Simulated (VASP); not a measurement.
Wanted: the native input for a VASP 6.6.1 run.

| Property | Result |
| --- | --- |
| Task | single point |
| Functional | PBE |
| Potentials or basis | VASP PAW PBE potentials, release 64 (Sn_d, W_sv) |
| Cutoff | 520 eV |
| k mesh | 6 × 6 × 6 |
| Occupations | gaussian, width 0.2 eV |
| Spin | no spin polarisation |
| Dipole correction | no |
| Further INCAR settings | ALGO = Fast; EDIFF = 1e-06; NBANDS = 58 |

The structure of SnW6 lies in POSCAR:

```
SnW6
1.0
    6.0201236871      3.4757200313      0.9350364053
   -6.0201236871      3.4757200313      0.9350364053
    0.0000000000     -6.9514400626      0.9350364053
Sn W
1 6
Direct
    0.0000000000      0.0000000000      0.0000000000
    0.2859501476      0.5782889427      0.1416860415
    0.7140498524      0.4217110573      0.8583139585
    0.5782889427      0.1416860415      0.2859501476
    0.4217110573      0.8583139585      0.7140498524
    0.1416860415      0.2859501476      0.5782889427
    0.8583139585      0.7140498524      0.4217110573
```

These files were run (other wordings do the same):

INCAR

```
  ALGO = Fast
  EDIFF = 1E-6
  ENCUT = 520
  GGA = PE
  ISIF = 2
  ISMEAR = 0
  LASPH = True
  LCHARG = True
  LELF = True
  LREAL = False
  LVHAR = True
  LWAVE = False
  NBANDS = 58
  NELM = 80
  PREC = Accurate
  SIGMA = 0.2
```

KPOINTS

```
k-points
0
Gamma
  6 6 6
```

Potentials or basis: VASP PAW PBE potentials, release 64 (Sn_d, W_sv).

Run with:

```console
$ cat potpaw_PBE.64/Sn_d/POTCAR potpaw_PBE.64/W_sv/POTCAR > POTCAR
$ mpirun -np 1 vasp_std > vasp.out
```

Results of the run:

- Pressure: 0.0 GPa
- Largest force: 0.051 eV/Å
- Band gap on the k mesh: zero (band 49 reaches 11.59 eV, above the bottom of band 50 at 10.85 eV)

Caveat: the k points lie up to 0.39 Å⁻¹ apart; spin-orbit coupling is left out, which moves the levels of the heavy elements.

It took 25 min on 1 thread of Intel(R) Xeon(R) Platinum 8259CL CPU @ 2.50GHz (Skylake/Cascade Lake), on a shared host, peak memory 0.52 GiB.
